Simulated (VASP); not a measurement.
**InSb: relaxation of the atoms with PBE**

The system is InSb.

```xyz
2
Lattice="0.0000 3.2174 3.2174 3.2174 0.0000 3.2174 3.2174 3.2174 0.0000" Properties=species:S:1:pos:R:3 pbc="T T T"
In    0.0000    0.0000    0.0000
Sb    4.8260    4.8260    4.8260
```

```json
{
  "Program": "VASP 6.6.1",
  "Task": "relaxation of the atoms",
  "Functional": "PBE",
  "Potentials or basis": "VASP PAW PBE potentials, release 64 (In_d, Sb)",
  "Cutoff": "520 eV",
  "k mesh": "12 × 12 × 12",
  "Occupations": "fermi-dirac, width 0.05 eV",
  "Spin": "no spin polarisation",
  "Dipole correction": "no",
  "Further INCAR settings": "ALGO = Normal; EDIFF = 1e-06; IBRION = 2; EDIFFG = -0.02; NSW = 80"
}
```

```json
{
 "Pressure after relaxing": "4.2 GPa",
 "Band gap on the k mesh": "zero (filled and empty bands touch)"
}
```

Final structure:
```
CELL_PARAMETERS angstrom
0.00000 3.21736 3.21736
3.21736 0.00000 3.21736
3.21736 3.21736 0.00000
ATOMIC_POSITIONS crystal
In 0.00000 0.00000 0.00000
Sb 0.75000 0.75000 0.75000
```

Levels at points of the mesh, in eV from the Fermi level:
```
           k point  band 6  band 7  band 8  band 9  band 10  band 11  band 12  band 13
(0.00, 0.00, 0.00)  -10.94   -0.16   -0.09   -0.09    -0.09     2.87     2.87     2.87
(0.50, 0.00, 0.00)   -9.52   -5.81   -1.13   -1.13     0.48     3.72     3.72     5.99
(0.50, 0.50, 0.00)   -8.89   -6.10   -2.42   -2.42     1.22     1.23     8.19     8.19
```

It took 110 s on 1 thread of Intel Xeon 8259CL, with other jobs on the host, peak memory 0.22 GiB.

Caveat: the relaxation stopped at its first step, so nothing moved; semilocal functionals underestimate gaps, and a narrow one can read as zero; spin-orbit coupling is left out, which moves the levels of the heavy elements.
